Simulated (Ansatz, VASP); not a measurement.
**LaBPd3: VASP beside Ansatz**

```
La B Pd
1.0
     4.14267    0.00000    0.00000
     0.00000    4.14267    0.00000
     0.00000    0.00000    4.14267
La B Pd
1 1 3
Direct
  0.00000 0.00000 0.00000
  0.50000 0.50000 0.50000
  0.00000 0.50000 0.50000
  0.50000 0.00000 0.50000
  0.50000 0.50000 0.00000
```

Alike in both runs: task single point; functional LDA; k mesh 6 × 6 × 6; occupations fermi-dirac, width 0.1 eV; no spin polarisation.

```csv
,VASP,Ansatz
version,VASP 6.6.1,Ansatz 0.2.0
potentials or method,"VASP PAW LDA potentials, release 64 (La, B, Pd), cutoff 520 eV","plane waves, PAW"
valence electrons in the cell,44,68
```

Ansatz gave:

| Quantity | Value |
| --- | --- |
| pressure (GPa) | 24.5 |

Question: Estimate VASP's values.

Answer: Pressure (GPa): 25.0.

LDA's correlation is that of Perdew and Zunger in VASP and of Perdew and Wang (1992) in Ansatz. VASP's potentials hold 44 valence electrons a cell and Ansatz's 68, so a difference there can come from the potentials and not from the codes. Ansatz's warnings: stress scf threshold loose.

Neither program's run includes spin-orbit coupling.
